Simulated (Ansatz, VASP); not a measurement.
## HfO2: VASP beside Ansatz

```
CELL_PARAMETERS angstrom
0.00000 2.47500 2.47500
2.47500 0.00000 2.47500
2.47500 2.47500 0.00000
ATOMIC_POSITIONS crystal
Hf 0.00000 0.00000 0.00000
O 0.22161 0.22161 0.22161
O 0.75000 0.75000 0.75000
```

Alike in both runs: task single point; functional PBE; k mesh 3 × 3 × 3; occupations fermi-dirac, width 0.05 eV; no spin polarisation.

|  | VASP | Ansatz |
| --- | --- | --- |
| version | VASP 6.6.1 | Ansatz 0.2 development build |
| potentials or method | VASP PAW PBE potentials, release 64 (Hf_pv, O), cutoff 600 eV | all-electron full-potential LAPW, scalar-relativistic |

VASP gave:

- gap on the k mesh at the Fermi level (eV): 4.72
- rms of the force components (eV/Å): 2.092

**Question.** Estimate Ansatz's values.

**Answer.** gap on the k mesh at the Fermi level (eV): 4.70; rms of the force components (eV/Å): 2.101.

Atom by atom the forces differ by 0.011 eV/Å (rms over components). Ansatz ran all-electron here, and VASP with PAW potentials.

The k mesh is coarse, so the values compare programs but aren't converged. Neither program's run includes spin-orbit coupling.
